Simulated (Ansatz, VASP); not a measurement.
**Na4H3F: VASP beside Ansatz**

```
Na H F
1.0
     3.38841    0.00000    0.00000
     0.00000    3.38841    0.00000
     0.00000    0.00000    9.58350
Na H F
4 3 1
Direct
  0.00000 0.00000 0.00000
  0.50000 0.50000 0.24659
  0.00000 0.00000 0.50000
  0.50000 0.50000 0.75341
  0.00000 0.00000 0.24805
  0.00000 0.00000 0.75195
  0.50000 0.50000 0.50000
  0.50000 0.50000 0.00000
```

Alike in both runs: functional PBE; k mesh 8 × 8 × 4; occupations gaussian, width 0.02 eV; no spin polarisation.

Ansatz relaxed the structure, and its values are those at the end. VASP's run is a single point on that final structure, the one shown.

|  | VASP | Ansatz |
| --- | --- | --- |
| version | VASP 6.6.1 | Ansatz 0.2.0 |
| potentials or method | VASP PAW PBE potentials, release 64 (Na_pv, H, F), cutoff 520 eV | scalar-relativistic, plane waves, PAW |
| valence electrons in the cell | 38 | 46 |

Ansatz gave:

| Quantity | Value |
| --- | --- |
| gap on the k mesh at the Fermi level (eV) | 3.94 |
| least direct gap on the mesh (eV) | 4.64 |
| pressure (GPa) | 0.0 |

Estimate VASP's values.

gap on the k mesh at the Fermi level (eV): 3.94; least direct gap on the mesh (eV): 4.64; pressure (GPa): -0.1.

The functional is the same, so the differences come from potentials, cutoffs and numerics. VASP's potentials hold 38 valence electrons a cell and Ansatz's 46, so a difference there can come from the potentials and not from the codes.
